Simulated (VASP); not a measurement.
# Ba2O (Pn-3m) in VASP: notebook

Runs on Ba2O. Level: PBE. Tasks: single point, relaxation of cell and atoms.

Program: VASP 6.6.1. These are calculated values, not measurements. Logs are shortened: lines on timing, memory, paths and dates and some standing lists are left out, and cuts for length are marked.

## Step 1: The cell of the first run

Symmetry: Pn-3m, No. 224, cubic system. Conventional cell: a = 6.104 Å, b = 6.104 Å, c = 6.104 Å, α = 90.00°, β = 90.00°, γ = 90.00°. Ba (site symmetry -3m) has 2 O at 2.64 Å within 3.5 Å. O (site symmetry -43m) has 4 Ba at 2.64 Å within 3.5 Å.

## Step 2: Single point, PBE

INCAR

```
ALGO     = Normal         # electronic algorithm
EDIFF    = 1E-7           # SCF threshold, eV
ENCUT    = 520            # plane-wave cutoff, eV
GGA      = PE             # functional
ISIF     = 2              # what is computed and relaxed
ISMEAR   = 0              # smearing method
LASPH    = True           # aspherical terms in the spheres
LCHARG   = False          # write CHGCAR
LREAL    = False          # projectors in reciprocal space
LWAVE    = False          # write WAVECAR
NBANDS   = 35             # bands
NELM     = 60             # most SCF steps
PREC     = Accurate       # precision mode
SIGMA    = 0.1            # smearing width, eV
```

KPOINTS

```
k-points
0
Gamma
  6 6 6
```

POSCAR

```
Ba2O
1.0
    6.1035129947      0.0000000000      0.0000000000
    0.0000000000      6.1035129947      0.0000000000
    0.0000000000      0.0000000000      6.1035129947
Ba O
4 2
Direct
    0.2500000000      0.2500000000      0.2500000000
    0.2500000000      0.7500000000      0.7500000000
    0.7500000000      0.7500000000      0.2500000000
    0.7500000000      0.2500000000      0.7500000000
    0.0000000000      0.0000000000      0.0000000000
    0.5000000000      0.5000000000      0.5000000000
```

Potentials or basis: VASP PAW PBE potentials, release 64 (Ba_sv, O).

Command:

```sh
$ cat potpaw_PBE.64/Ba_sv/POTCAR potpaw_PBE.64/O/POTCAR > POTCAR
$ mpirun -np 1 vasp_std > vasp.out
```

OUTCAR:

```text
EDIFF = 1E-7
   ENCUT = 520
   GGA = PE
   ISIF = 2
   ISMEAR = 0
   LASPH = True
   LREAL = False
   NELM = 60
   PREC = Accurate

 ion  position               nearest neighbor table
   1  0.250  0.250  0.250-   5 2.64   6 2.64   4 4.32   2 4.32   3 4.32   2 4.32   4 4.32   2 4.32
                             3 4.32   2 4.32   3 4.32   4 4.32   4 4.32   3 4.32
   2  0.250  0.750  0.750-   5 2.64   6 2.64   4 4.32   1 4.32   3 4.32   1 4.32   3 4.32   1 4.32
                             4 4.32   1 4.32   3 4.32   4 4.32   3 4.32   4 4.32
   3  0.750  0.750  0.250-   5 2.64   6 2.64   4 4.32   1 4.32   2 4.32   2 4.32   4 4.32   1 4.32
                             4 4.32   4 4.32   1 4.32   2 4.32   2 4.32   1 4.32
   4  0.750  0.250  0.750-   5 2.64   6 2.64   3 4.32   1 4.32   2 4.32   1 4.32   3 4.32   2 4.32
                             3 4.32   3 4.32   1 4.32   2 4.32   1 4.32   2 4.32
   5  0.000  0.000  0.000-   1 2.64   2 2.64   3 2.64   4 2.64
   6  0.500  0.500  0.500-   1 2.64   2 2.64   3 2.64   4 2.64

  LATTYP: Found a simple cubic cell.
 ALAT       =     6.1035129947

  Lattice vectors:

 A1 = (   6.1035129947,   0.0000000000,   0.0000000000)
 A2 = (   0.0000000000,   6.1035129947,   0.0000000000)
 A3 = (   0.0000000000,   0.0000000000,   6.1035129947)

Analysis of symmetry for initial positions (statically):
=====================================================================
 Subroutine PRICEL returns:
 Original cell was already a primitive cell.

 Routine SETGRP: Setting up the symmetry group for a
 simple cubic supercell.

 Subroutine GETGRP returns: Found 48 space group operations
 (whereof 24 operations were pure point group operations)
 out of a pool of 48 trial point group operations.

The static configuration has the point symmetry T_d .
 The point group associated with its full space group is O_h .

Analysis of symmetry for dynamics (positions and initial velocities):
=====================================================================
 Subroutine PRICEL returns:
 Original cell was already a primitive cell.

 Routine SETGRP: Setting up the symmetry group for a
 simple cubic supercell.

 Subroutine GETGRP returns: Found 48 space group operations
 (whereof 24 operations were pure point group operations)
 out of a pool of 48 trial point group operations.

The dynamic configuration has the point symmetry T_d .
 The point group associated with its full space group is O_h .

 Subroutine INISYM returns: Found 48 space group operations
 (whereof 24 operations are pure point group operations),
 and found     1 'primitive' translations

----------------------------------------------------------------------------------------

                                     Primitive cell

  volume of cell :     227.3734

  direct lattice vectors                    reciprocal lattice vectors
     6.103512995  0.000000000  0.000000000     0.163840071  0.000000000  0.000000000
     0.000000000  6.103512995  0.000000000     0.000000000  0.163840071  0.000000000
     0.000000000  0.000000000  6.103512995     0.000000000  0.000000000  0.163840071

  length of vectors
     6.103512995  6.103512995  6.103512995     0.163840071  0.163840071  0.163840071

  position of ions in fractional coordinates (direct lattice)
     0.250000000  0.250000000  0.250000000
     0.250000000  0.750000000  0.750000000
     0.750000000  0.750000000  0.250000000
     0.750000000  0.250000000  0.750000000
     0.000000000  0.000000000  0.000000000
     0.500000000  0.500000000  0.500000000

  ion indices of the primitive-cell ions
   primitive index   ion index
                 1           1
                 2           2
                 3           3
                 4           4
                 5           5
                 6           6

----------------------------------------------------------------------------------------

 KPOINTS: k-points

Automatic generation of k-mesh.
 Grid dimensions read from file:
 generate k-points for:    6    6    6

 Generating k-lattice:

  Cartesian coordinates                     Fractional coordinates (reciprocal lattice)
     0.027306678  0.000000000  0.000000000     0.166666667  0.000000000  0.000000000
     0.000000000  0.027306678  0.000000000     0.000000000  0.166666667  0.000000000
     0.000000000  0.000000000  0.027306678     0.000000000  0.000000000  0.166666667

  Length of vectors
     0.027306678  0.027306678  0.027306678

  Shift w.r.t. Gamma in fractional coordinates (k-lattice)
     0.000000000  0.000000000  0.000000000

 Subroutine IBZKPT returns following result:
 ===========================================

 Found     20 irreducible k-points:

 Following reciprocal coordinates:
            Coordinates               Weight
  0.000000  0.000000  0.000000      1.000000
  0.166667  0.000000  0.000000      6.000000
  0.333333  0.000000  0.000000      6.000000
  0.500000  0.000000  0.000000      3.000000
  0.166667  0.166667  0.000000     12.000000
  0.333333  0.166667  0.000000     24.000000
[... 12 lines left out ...]
  0.500000  0.500000  0.333333      6.000000
  0.500000  0.500000  0.500000      1.000000
   k-points           NKPTS =     20   k-points in BZ     NKDIM =     20   number of bands    NBANDS=     35
   number of dos      NEDOS =    301   number of ions     NIONS =      6
   total plane-waves  NPLWV = 110592
   dimension x,y,z NGX =    48 NGY =   48 NGZ =   48
   dimension x,y,z NGXF=    96 NGYF=   96 NGZF=   96
   ions per type =               4   2
   NGX,Y,Z   is equivalent  to a cutoff of  13.07, 13.07, 13.07 a.u.
   NGXF,Y,Z  is equivalent  to a cutoff of  26.15, 26.15, 26.15 a.u.
 SYSTEM =  unknown system
   PREC   = accura    normal or accurate (medium, high low for compatibility)
   ISTART =      0    job   : 0-new  1-cont  2-samecut
   ICHARG =      2    charge: 1-file 2-atom 10-const
   ISPIN  =      1    spin polarized calculation?
   LNONCOLLINEAR =      F non collinear calculations
   LSORBIT =      F    spin-orbit coupling
   LASPH  =      T    aspherical Exc in radial PAW
   ENCUT  =  520.0 eV  38.22 Ry    6.18 a.u.  11.35 11.35 11.35*2*pi/ulx,y,z
   NELM   =     60;   NELMIN=  2; NELMDL= -5     # of ELM steps
   EDIFF  = 0.1E-06   stopping-criterion for ELM
   LREAL  =      F    real-space projection
   EDIFFG = 0.1E-05   stopping-criterion for IOM
   NSW    =      0    number of steps for IOM
   IBRION =     -1    ionic relax: 0-MD 1-quasi-New 2-CG
   NFREE  =      0    steps in history (QN), initial steepest desc. (CG)
   ISIF   =      2    stress and relaxation
   ISYM   =      2    0-nonsym 1-usesym 2-fastsym
   POTIM  = 0.5000    time-step for ionic-motion
   TEBEG  =    0.0;   TEEND  =   0.0 temperature during run
   PSTRESS=    0.0 pullay stress
   NELECT =      52.0000    total number of electrons
   NUPDOWN=      -1.0000    fix difference up-down
   EMIN   =  10.00;   EMAX   =-10.00  energy-range for DOS
   EFERMI =   0.00;   METHOD = LEGACY
   ISMEAR =     0;   SIGMA  =   0.10  broadening in eV -4-tet -1-fermi 0-gaus
   EFERMI_NEDOS =   21; number of points for ismear=-14 and -15
   IALGO  =     38    algorithm
   IMIX   =      4    mixing-type and parameters
     AMIX     =   0.40;   BMIX     =  1.00
     AMIX_MAG =   1.60;   BMIX_MAG =  1.00
  volume/ion in A,a.u.               =      37.90       255.73
  Fermi-wavevector in a.u.,A,eV,Ry     =   1.001143  1.891886 13.636944  1.002287
  Thomas-Fermi vector in A             =   2.133546
   LORBIT       =      0    0 simple, 1 ext, 2 COOP (PROOUT), +10 PAW based schemes
   GGA     = PE    functional components
   LHFCALC =     F    Hartree Fock is set to
   AEXX    =    0.0000 exact exchange contribution
   IVDW    =     0    specifies the selected vdW correction
   LEPSILON=     F    determine dielectric tensor
   LRPA    =     F    only Hartree local field effects (RPA)
 non-spin polarized calculation
 Gauss-broadening in eV      SIGMA  =   0.10
  energy-cutoff  :      520.00
  volume of cell :      227.37
 maximum number of plane-waves:      6152
 NGX is ok and might be reduce to    48
   NGX = 23   NGY = 23   NGZ = 23

 number of electron      52.0000005 magnetization

 Free energy of the ion-electron system (eV)
  ---------------------------------------------------
  ext. energy  EPLUGINS =         0.00000000
  ---------------------------------------------------
  free energy    TOTEN  =       -26.08547376 eV

  energy without entropy =      -26.05008330  energy(sigma->0) =      -26.06777853

 E-fermi :   2.2389     XC(G=0):  -8.0035

 val. band max:        2.2312755585   @ k =   0.1667   0.0000   0.0000
 cond. band min:       2.2415379779   @ k =   0.1667   0.0000   0.0000
 fundamental gap:      0.0102624194
 Fermi energy:         2.2389006939

 k-point     1 :       0.0000    0.0000    0.0000
  band No.  band energies     occupation
      1     -26.0320      2.00000
      2     -25.9269      2.00000
      3     -25.9269      2.00000
      4     -25.9269      2.00000
      5     -15.2293      2.00000
      6     -14.5692      2.00000
[... 27 lines left out ...]
     34       5.8225      0.00000
     35       5.8226      0.00000

 k-point     2 :       0.1667    0.0000    0.0000
  band No.  band energies     occupation
      1     -26.0250      2.00000
      2     -25.9341      2.00000
      3     -25.9269      2.00000
      4     -25.9269      2.00000
      5     -15.1919      2.00000
      6     -14.6224      2.00000
[... 27 lines left out ...]
     34       5.8370      0.00000
     35       5.8373      0.00000

 k-point     3 :       0.3333    0.0000    0.0000
  band No.  band energies     occupation
      1     -26.0060      2.00000
      2     -25.9535      2.00000
      3     -25.9268      2.00000
      4     -25.9268      2.00000
      5     -15.0854      2.00000
      6     -14.7592      2.00000
[... 27 lines left out ...]
     34       5.3050      0.00000
     35       5.5138      0.00000
[... 571 lines left out ...]
 k-point    19 :       0.5000    0.5000    0.3333
  band No.  band energies     occupation
      1     -25.9634      2.00000
      2     -25.9502      2.00000
      3     -25.9492      2.00000
      4     -25.9492      2.00000
      5     -15.2010      2.00000
      6     -14.6206      2.00000
[... 27 lines left out ...]
     34       4.3529      0.00000
     35       4.5273      0.00000

 k-point    20 :       0.5000    0.5000    0.5000
  band No.  band energies     occupation
      1     -25.9644      2.00000
      2     -25.9491      2.00000
      3     -25.9491      2.00000
      4     -25.9491      2.00000
      5     -15.2400      2.00000
      6     -14.5673      2.00000
[... 27 lines left out ...]
     34       4.4037      0.00000
     35       4.4037      0.00000

------------------------ aborting loop because EDIFF is reached ----------------------------------------

  FORCE on cell =-STRESS in cart. coord.  units (eV):
  Direction    XX          YY          ZZ          XY          YZ          ZX
  --------------------------------------------------------------------------------------
  -------------------------------------------------------------------------------------
  Total        1.1303643      1.1303643      1.1303643      0.0000000      0.0000000      0.0000000
  in kB        7.9650661      7.9650661      7.9650661      0.0000000      0.0000000      0.0000000
  external PRESSURE =       7.9650661 kB  Pullay stress =       0.0000000 kB

 VOLUME and BASIS-vectors are now :
 -----------------------------------------------------------------------------
  energy-cutoff  :      520.00
  volume of cell :      227.37
      direct lattice vectors                 reciprocal lattice vectors
     6.103512995  0.000000000  0.000000000     0.163840071  0.000000000  0.000000000
     0.000000000  6.103512995  0.000000000     0.000000000  0.163840071  0.000000000
     0.000000000  0.000000000  6.103512995     0.000000000  0.000000000  0.163840071

 POSITION                                       TOTAL-FORCE (eV/Angst)
 -----------------------------------------------------------------------------------
      1.52588      1.52588      1.52588        -0.000000     -0.000000     -0.000000
      1.52588      4.57763      4.57763         0.000000      0.000000     -0.000000
      4.57763      4.57763      1.52588         0.000000      0.000000      0.000000
      4.57763      1.52588      4.57763         0.000000      0.000000      0.000000
      0.00000      0.00000      0.00000         0.000000      0.000000      0.000000
      3.05176      3.05176      3.05176        -0.000000     -0.000000     -0.000000
 -----------------------------------------------------------------------------------
    total drift:                               -0.000000     -0.000000      0.000000

  FREE ENERGIE OF THE ION-ELECTRON SYSTEM (eV)
  ---------------------------------------------------
  free  energy   TOTEN  =       -26.0854737572 eV

  energy  without entropy=      -26.0500832969  energy(sigma->0) =      -26.06777853
```

It took 2.6 min on 1 thread of Intel Xeon Platinum 8259CL at 2.50GHz (Skylake/Cascade Lake), shared host; peak memory 0.39 GiB.

Results:

* Free energy: -26.0855 eV
* Pressure: 0.8 GPa
* Band gap on the k mesh: zero (band 26 reaches 2.41 eV, above the bottom of band 27 at 1.52 eV)

Caveat: spin-orbit coupling is left out, which moves the levels of the heavy elements.

(Part 1 of 2 ends here.)
